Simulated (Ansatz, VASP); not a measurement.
# Two plane-wave programs on ZrB

The input INCAR:

```
PREC = Accurate
ENCUT = 520
EDIFF = 1E-6
ISMEAR = 0
SIGMA = 0.15
LREAL = False
LASPH = True
NELM = 100
ALGO = Normal
ISIF = 2
LWAVE = False
LCHARG = False
GGA = CA
NBANDS = 14
```

The input KPOINTS:

```
Automatic mesh
0
Gamma
  16 16 16
```

POSCAR

```
ZrB
1.0
    0.0000000000      2.4153850465      2.1496926914
    2.3025865648      0.0000000000      2.1496926914
    2.3025865648      2.4153850465      0.0000000000
Zr B
1 1
Direct
    0.0000000000      0.0000000000      0.0000000000
    0.5000000000      0.5000000000      0.5000000000
```

Input for Ansatz:

```yaml
crystal:
  lattice:
    - [0.0, 2.4153850465, 2.1496926914]
    - [2.3025865648, 0.0, 2.1496926914]
    - [2.3025865648, 2.4153850465, 0.0]
  atoms:
    - { symbol: Zr, position: [0.0, 0.0, 0.0] }
    - { symbol: B, position: [0.5, 0.5, 0.5] }
basis:
  ecutwfc: 520.0
kpoints:
  mp_grid: { grid: [16, 16, 16] }
hamiltonian:
  xc: lda
scf:
  occupations: { method: gaussian, width: 0.15 }
output:
  forces: true
  stress: true
  eigenvalues: true
```

Change from the starting cell: normal strain along x -0.0467, normal strain along z -0.1100.

Alike in both runs: task single point; functional LDA; k mesh 16 × 16 × 16; occupations gaussian, width 0.15 eV; no spin polarisation.

|  | VASP | Ansatz |
| --- | --- | --- |
| version | VASP 6.6.1 | Ansatz 0.2.0 |
| potentials or method | VASP PAW LDA potentials, release 64 (Zr_sv, B), cutoff 520 eV | scalar-relativistic, plane waves, PAW |
| valence electrons in the cell | 15 | 15 |

VASP gave:

* gap on the k mesh at the Fermi level (eV): none
* pressure (GPa): 41.5
* traceless stress, the component that is largest in VASP (GPa): 28.77

Task: Estimate Ansatz's values.

Result: gap on the k mesh at the Fermi level (eV): none; pressure (GPa): 41.0; traceless stress, the component that is largest in VASP (GPa): 28.79.

LDA's correlation is that of Perdew and Zunger in VASP and of Perdew and Wang (1992) in Ansatz. A gap of «none» marks a metal or a gap that the smearing closes. Both programs put the cell under a high pressure, so it lies far from rest at this level.
